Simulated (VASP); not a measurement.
# FePt (Tetraferroplatinum) (P4/mmm) in VASP: notebook

The runs below take FePt (Tetraferroplatinum) through single point, relaxation of cell and atoms, with BLYP.

All numbers are computed with VASP 6.6.1; they aren't measurements. Logs are shortened: lines on timing, memory, paths and dates and some standing lists are left out, and cuts for length are marked.

### 1 The cell of the first run

The structure is tetragonal, space group P4/mmm (No. 123). Conventional cell: a = 2.788 Å, b = 2.788 Å, c = 3.804 Å, α = 90.00°, β = 90.00°, γ = 90.00°. Pt (site symmetry 4/mmm) has 8 Fe at 2.74 Å and 4 Pt at 2.79 Å within 3.6 Å. Within 3.6 Å of Fe (site symmetry 4/mmm) lie 8 Pt at 2.74 Å and 4 Fe at 2.79 Å.

### 2 Single point, BLYP, collinear spin, ferromagnetic start

The input, INCAR:

```
  AGGAC = 1.0
  AGGAX = 1.0
  ALDAC = 0.0
  ALDAX = 1.0
  ALGO = Normal
  EDIFF = 1E-6
  ENCUT = 520
  GGA = B5
  ISIF = 2
  ISMEAR = -1
  ISPIN = 2
  LASPH = T
  LCHARG = T
  LELF = T
  LMAXMIX = 4
  LORBIT = 11
  LREAL = F
  LVHAR = T
  LWAVE = F
  MAGMOM = 0 3
  NBANDS = 20
  NELM = 150
  PREC = Accurate
  SIGMA = 0.05
```

The input, KPOINTS:

```
k-points
0
Gamma
  10 10 7
```

The input, POSCAR:

```
FePt
1.0
    2.7875771307      0.0000000000      0.0000000000
    0.0000000000      2.7875771307      0.0000000000
    0.0000000000      0.0000000000      3.8043049665
Pt Fe
1 1
Direct
    0.5000000000      0.5000000000      0.5000000000
    0.0000000000      0.0000000000      0.0000000000
```

Potentials or basis: VASP PAW PBE potentials, release 64 (Pt, Fe).

Started as:

```sh
$ cat potpaw_PBE.64/Pt/POTCAR potpaw_PBE.64/Fe/POTCAR > POTCAR
$ mpirun -np 1 vasp_std > vasp.out
```

OUTCAR:

```text
EDIFF = 1E-6
   ENCUT = 520
   GGA = B5
   ISIF = 2
   ISMEAR = -1
   ISPIN = 2
   LASPH = T
   LORBIT = 11
   LREAL = F
   NELM = 150
   PREC = Accurate

 ion  position               nearest neighbor table
   1  0.500  0.500  0.500-   2 2.74   2 2.74   2 2.74   2 2.74   2 2.74   2 2.74   2 2.74   2 2.74

   2  0.000  0.000  0.000-   1 2.74   1 2.74   1 2.74   1 2.74   1 2.74   1 2.74   1 2.74   1 2.74

  LATTYP: Found a simple tetragonal cell.
 ALAT       =     2.7875771307
 C/A-ratio  =     1.3647353196

  Lattice vectors:

 A1 = (   2.7875771307,   0.0000000000,   0.0000000000)
 A2 = (   0.0000000000,   2.7875771307,   0.0000000000)
 A3 = (   0.0000000000,   0.0000000000,   3.8043049665)

Analysis of symmetry for initial positions (statically):
=====================================================================
 Subroutine PRICEL returns:
 Original cell was already a primitive cell.

 Routine SETGRP: Setting up the symmetry group for a
 simple tetragonal supercell.

 Subroutine GETGRP returns: Found 16 space group operations
 (whereof 16 operations were pure point group operations)
 out of a pool of 16 trial point group operations.

The static configuration has the point symmetry D_4h.

Analysis of symmetry for dynamics (positions and initial velocities):
=====================================================================
 Subroutine PRICEL returns:
 Original cell was already a primitive cell.

 Routine SETGRP: Setting up the symmetry group for a
 simple tetragonal supercell.

 Subroutine GETGRP returns: Found 16 space group operations
 (whereof 16 operations were pure point group operations)
 out of a pool of 16 trial point group operations.

The dynamic configuration has the point symmetry D_4h.

Analysis of structural, dynamic, and magnetic symmetry:
=====================================================================
 Subroutine PRICEL returns:
 Original cell was already a primitive cell.

 Routine SETGRP: Setting up the symmetry group for a
 simple tetragonal supercell.

 Subroutine GETGRP returns: Found 16 space group operations
 (whereof 16 operations were pure point group operations)
 out of a pool of 16 trial point group operations.

The overall configuration has the point symmetry D_4h.

 Subroutine INISYM returns: Found 16 space group operations
 (whereof 16 operations are pure point group operations),
 and found     1 'primitive' translations

----------------------------------------------------------------------------------------

                                     Primitive cell

  volume of cell :      29.5617

  direct lattice vectors                    reciprocal lattice vectors
     2.787577131  0.000000000  0.000000000     0.358734468  0.000000000  0.000000000
     0.000000000  2.787577131  0.000000000     0.000000000  0.358734468  0.000000000
     0.000000000  0.000000000  3.804304967     0.000000000  0.000000000  0.262860104

  length of vectors
     2.787577131  2.787577131  3.804304967     0.358734468  0.358734468  0.262860104

  position of ions in fractional coordinates (direct lattice)
     0.500000000  0.500000000  0.500000000
     0.000000000  0.000000000  0.000000000

  ion indices of the primitive-cell ions
   primitive index   ion index
                 1           1
                 2           2

----------------------------------------------------------------------------------------

 KPOINTS: k-points

Automatic generation of k-mesh.
 Grid dimensions read from file:
 generate k-points for:   10   10    7

 Generating k-lattice:

  Cartesian coordinates                     Fractional coordinates (reciprocal lattice)
     0.035873447  0.000000000  0.000000000     0.100000000  0.000000000  0.000000000
     0.000000000  0.035873447  0.000000000     0.000000000  0.100000000  0.000000000
     0.000000000  0.000000000  0.037551443     0.000000000  0.000000000  0.142857143

  Length of vectors
     0.035873447  0.035873447  0.037551443

  Shift w.r.t. Gamma in fractional coordinates (k-lattice)
     0.000000000  0.000000000  0.000000000

 Subroutine IBZKPT returns following result:
 ===========================================

 Found     84 irreducible k-points:

 Following reciprocal coordinates:
            Coordinates               Weight
  0.000000  0.000000  0.000000      1.000000
  0.100000  0.000000  0.000000      4.000000
  0.200000  0.000000  0.000000      4.000000
  0.300000  0.000000  0.000000      4.000000
  0.400000  0.000000  0.000000      4.000000
  0.500000  0.000000  0.000000      2.000000
[... 16 lines left out ...]
  0.100000  0.000000  0.142857      8.000000
  0.200000  0.000000  0.142857      8.000000
 [... further k-points ...]
   k-points           NKPTS =     84   k-points in BZ     NKDIM =     84   number of bands    NBANDS=     20
   number of dos      NEDOS =    301   number of ions     NIONS =      2
   total plane-waves  NPLWV =  16128
   dimension x,y,z NGX =    24 NGY =   24 NGZ =   28
   dimension x,y,z NGXF=    48 NGYF=   48 NGZF=   56
   ions per type =               1   1
   NGX,Y,Z   is equivalent  to a cutoff of  14.31, 14.31, 12.24 a.u.
   NGXF,Y,Z  is equivalent  to a cutoff of  28.63, 28.63, 24.47 a.u.
 SYSTEM =  unknown system
   PREC   = accura    normal or accurate (medium, high low for compatibility)
   ISTART =      0    job   : 0-new  1-cont  2-samecut
   ICHARG =      2    charge: 1-file 2-atom 10-const
   ISPIN  =      2    spin polarized calculation?
   LNONCOLLINEAR =      F non collinear calculations
   LSORBIT =      F    spin-orbit coupling
   LASPH  =      T    aspherical Exc in radial PAW
   ENCUT  =  520.0 eV  38.22 Ry    6.18 a.u.   5.18  5.18  7.07*2*pi/ulx,y,z
   NELM   =    150;   NELMIN=  2; NELMDL= -5     # of ELM steps
   EDIFF  = 0.1E-05   stopping-criterion for ELM
   LREAL  =      F    real-space projection
   EDIFFG = 0.1E-04   stopping-criterion for IOM
   NSW    =      0    number of steps for IOM
   IBRION =     -1    ionic relax: 0-MD 1-quasi-New 2-CG
   NFREE  =      0    steps in history (QN), initial steepest desc. (CG)
   ISIF   =      2    stress and relaxation
   ISYM   =      2    0-nonsym 1-usesym 2-fastsym
   POTIM  = 0.5000    time-step for ionic-motion
   TEBEG  =    0.0;   TEEND  =   0.0 temperature during run
   PSTRESS=    0.0 pullay stress
   NELECT =      18.0000    total number of electrons
   NUPDOWN=      -1.0000    fix difference up-down
   EMIN   =  10.00;   EMAX   =-10.00  energy-range for DOS
   EFERMI =   0.00;   METHOD = LEGACY
   ISMEAR =    -1;   SIGMA  =   0.05  broadening in eV -4-tet -1-fermi 0-gaus
   EFERMI_NEDOS =   21; number of points for ismear=-14 and -15
   IALGO  =     38    algorithm
   IMIX   =      4    mixing-type and parameters
     AMIX     =   0.40;   BMIX     =  1.00
     AMIX_MAG =   1.60;   BMIX_MAG =  1.00
  volume/ion in A,a.u.               =      14.78        99.75
  Fermi-wavevector in a.u.,A,eV,Ry     =   1.387573  2.622133 26.196112  1.925360
  Thomas-Fermi vector in A             =   2.511782
   LORBIT       =     11    0 simple, 1 ext, 2 COOP (PROOUT), +10 PAW based schemes
   GGA     = B5    functional components
   LHFCALC =     F    Hartree Fock is set to
   AEXX    =    0.0000 exact exchange contribution
   IVDW    =     0    specifies the selected vdW correction
   LEPSILON=     F    determine dielectric tensor
   LRPA    =     F    only Hartree local field effects (RPA)
 spin polarized calculation
  energy-cutoff  :      520.00
  volume of cell :       29.56
 maximum number of plane-waves:       812
 NGX is ok and might be reduce to    24
   NGX = 11   NGY = 11   NGZ = 15

 number of electron      17.9999995 magnetization       3.3080669

 Free energy of the ion-electron system (eV)
  ---------------------------------------------------
  ext. energy  EPLUGINS =         0.00000000
  ---------------------------------------------------
  free energy    TOTEN  =       -12.65669868 eV

  energy without entropy =      -12.64424775  energy(sigma->0) =      -12.65047322

 E-fermi :   8.3072     XC(G=0): -12.0227

 val. band max:        8.2950273824   @ k =   0.1000   0.1000   0.1429
 cond. band min:       8.3083493129   @ k =   0.4000   0.1000   0.4286
 fundamental gap:      0.0133219305
 Fermi energy:         8.3071541708

 spin component 1

 k-point     1 :       0.0000    0.0000    0.0000
  band No.  band energies     occupation
      1      -0.5875      1.00000
      2       2.5139      1.00000
      3       2.6692      1.00000
      4       5.0439      1.00000
      5       5.0439      1.00000
      6       5.5103      1.00000
[... 12 lines left out ...]
     19      29.4355      0.00000
     20      29.4355      0.00000
[... 507 lines left out ...]
 k-point    24 :       0.2000    0.0000    0.1429
  band No.  band energies     occupation
      1       0.5439      1.00000
      2       2.9801      1.00000
      3       3.4340      1.00000
      4       4.7501      1.00000
      5       5.2746      1.00000
      6       5.6194      1.00000
[... 12 lines left out ...]
     19      30.6625      0.00000
     20      30.6963      0.00000

 [... further k-points ...]

 spin component 2

 k-point     1 :       0.0000    0.0000    0.0000
  band No.  band energies     occupation
      1      -0.4702      1.00000
      2       3.0605      1.00000
      3       3.0869      1.00000
      4       6.0883      1.00000
      5       6.0883      1.00000
      6       7.5227      1.00000
[... 12 lines left out ...]
     19      29.5491      0.00000
     20      29.5491      0.00000
[... 507 lines left out ...]
 k-point    24 :       0.2000    0.0000    0.1429
  band No.  band energies     occupation
      1       0.6706      1.00000
      2       3.4284      1.00000
      3       3.9571      1.00000
      4       5.2964      1.00000
      5       6.3129      1.00000
      6       6.9833      1.00000
[... 12 lines left out ...]
     19      30.9045      0.00000
     20      30.9834      0.00000

 [... further k-points ...]

------------------------ aborting loop because EDIFF is reached ----------------------------------------

  FORCE on cell =-STRESS in cart. coord.  units (eV):
  Direction    XX          YY          ZZ          XY          YZ          ZX
  --------------------------------------------------------------------------------------
  -------------------------------------------------------------------------------------
  Total        0.0706062      0.0706062      0.0848541      0.0000000     -0.0000000      0.0000000
  in kB        3.8266976      3.8266976      4.5989036      0.0000000     -0.0000000      0.0000000
  external PRESSURE =       4.0840996 kB  Pullay stress =       0.0000000 kB

 VOLUME and BASIS-vectors are now :
 -----------------------------------------------------------------------------
  energy-cutoff  :      520.00
  volume of cell :       29.56
      direct lattice vectors                 reciprocal lattice vectors
     2.787577131  0.000000000  0.000000000     0.358734468  0.000000000  0.000000000
     0.000000000  2.787577131  0.000000000     0.000000000  0.358734468  0.000000000
     0.000000000  0.000000000  3.804304967     0.000000000  0.000000000  0.262860104

 POSITION                                       TOTAL-FORCE (eV/Angst)
 -----------------------------------------------------------------------------------
      1.39379      1.39379      1.90215         0.000000      0.000000      0.000000
      0.00000      0.00000      0.00000         0.000000      0.000000      0.000000
 -----------------------------------------------------------------------------------
    total drift:                                0.000000      0.000000     -0.000000

  FREE ENERGIE OF THE ION-ELECTRON SYSTEM (eV)
  ---------------------------------------------------
  free  energy   TOTEN  =       -12.6566986819 eV

  energy  without entropy=      -12.6442477529  energy(sigma->0) =      -12.65047322

 total charge

# of ion       s       p       d       tot
------------------------------------------
    1        0.691   0.560   8.077   9.328
    2        0.386   0.386   6.140   6.911
--------------------------------------------------
tot          1.076   0.946  14.217  16.239

 magnetization (x)

# of ion       s       p       d       tot
------------------------------------------
    1       -0.024  -0.060   0.431   0.347
    2        0.003  -0.008   2.954   2.949
--------------------------------------------------
tot         -0.022  -0.068   3.385   3.296
```

It took 2.2 min on 1 thread of Oxide Virtual Turin-like, shared host; peak memory 0.18 GiB.

What came out:

```
Free energy                                           : -12.6567 eV
Pressure                                              : 0.4 GPa
Net moment                                            : 3.31 μB per cell
Site moments                                          : Pt +0.35; Fe +2.95 μB
Valence electrons inside the program's atomic spheres : Pt 9.33; Fe 6.91
```

Caveat: the PAW data sets were made with another functional, which shifts forces and pressure a little; spin-orbit coupling is left out, which moves the levels of the heavy elements.

### 3 Relaxation of cell and atoms, BLYP, collinear spin, ferromagnetic start

This run uses another cell than the first one, of 13.80 Å³/atom, 0.933 times its volume.

The input, INCAR:

```
  PREC = Accurate
  ENCUT = 600
  EDIFF = 1E-6
  ISMEAR = -1
  SIGMA = 0.05
  LREAL = F
  LASPH = T
  NELM = 150
  ALGO = Normal
  ISIF = 3
  LWAVE = F
  LCHARG = F
  ISPIN = 2
  MAGMOM = 0 3
  LORBIT = 11
  LMAXMIX = 4
  GGA = B5
  ALDAX = 1.0
  AGGAX = 1.0
  AGGAC = 1.0
  ALDAC = 0.0
  IBRION = 2
  NSW = 80
  EDIFFG = -0.02
```

The input, KPOINTS:

```
Automatic mesh
0
Gamma
  10 10 7
```

The input, POSCAR:

```
FePt
1.0
    2.7235000000      0.0000000000      0.0000000000
    0.0000000000      2.7235000000      0.0000000000
    0.0000000000      0.0000000000      3.7200000000
Pt Fe
1 1
Direct
    0.5000000000      0.5000000000      0.5000000000
    0.0000000000      0.0000000000      0.0000000000
```

Potentials or basis: VASP PAW PBE potentials, release 64 (Pt, Fe).

Started as:

```sh
$ cat potpaw_PBE.64/Pt/POTCAR potpaw_PBE.64/Fe/POTCAR > POTCAR
$ mpirun -np 1 vasp_std > vasp.out
```

Wall time 4.7 min (1 thread of Oxide Virtual Turin-like, shared host); peak memory 0.19 GiB.

The run converged. Its results:

```yaml
Free_energy: -12.6557 eV
Relaxed_volume: 14.83 Å³/atom
Relaxed_cell: a = 2.790 Å, b = 2.790 Å, c = 3.811 Å, α = 90.00°, β = 90.00°, γ = 90.00°
Space_group_after_relaxing_to_0.05_Å: P4/mmm (No. 123)
Energy_gained_by_relaxing: 44.3 meV/atom
Ionic_steps: 4
Pressure_after_relaxing: -0.1 GPa
Net_moment: 3.31 μB per cell
Site_moments: Pt +0.35; Fe +2.95 μB
Valence_electrons_inside_the_program's_atomic_spheres: Pt 9.32; Fe 6.91
```

The path:
```
step  energy change (eV)  largest force (eV/Å)  pressure (GPa)  volume (Å³)
   1              0.0000                0.0000           14.91        27.59
   2              0.0734                0.0000          -13.73        33.04
   3             -0.0885                0.0000           -0.38        29.72
   4             -0.0886                0.0000           -0.06        29.66
```

Final structure:
```cif
data_structure
_symmetry_space_group_name_H-M 'P 1'
_symmetry_Int_Tables_number 1
_cell_length_a 2.7899
_cell_length_b 2.7899
_cell_length_c 3.8110
_cell_angle_alpha 90.000
_cell_angle_beta 90.000
_cell_angle_gamma 90.000
_cell_volume 29.66
loop_
_atom_site_label
_atom_site_type_symbol
_atom_site_fract_x
_atom_site_fract_y
_atom_site_fract_z
_atom_site_occupancy
Pt1 Pt 0.50000 0.50000 0.50000 1
Fe1 Fe 0.00000 0.00000 0.00000 1
```

Levels at points of the mesh, in eV from the Fermi level:
Spin up:
| k point | band 7 | band 8 | band 9 | band 10 | band 11 | band 12 | band 13 | band 14 | band 15 |
| --- | --- | --- | --- | --- | --- | --- | --- | --- | --- |
| (0.00, 0.00, 0.00) | -2.11 | -1.93 | -0.60 | -0.52 | -0.52 | 2.43 | 9.01 | 11.31 | 11.31 |
| (0.50, 0.00, 0.00) | -2.48 | -2.46 | -2.14 | -1.56 | 0.04 | 1.78 | 10.13 | 10.18 | 11.84 |
| (0.50, 0.50, 0.00) | -0.64 | -0.61 | -0.61 | 0.39 | 1.80 | 1.80 | 6.93 | 9.22 | 10.71 |
Spin down:
| k point | band 6 | band 7 | band 8 | band 9 | band 10 | band 11 |
| --- | --- | --- | --- | --- | --- | --- |
| (0.00, 0.00, 0.00) | -0.78 | -0.73 | 0.51 | 1.47 | 1.47 | 1.52 |
| (0.50, 0.00, 0.00) | -1.33 | -1.03 | -0.73 | 0.51 | 0.62 | 2.09 |
| (0.50, 0.50, 0.00) | 1.08 | 1.46 | 1.51 | 1.53 | 1.53 | 1.92 |

Caveat: the PAW data sets were made with another functional, which shifts forces and pressure a little; spin-orbit coupling is left out, which moves the levels of the heavy elements.
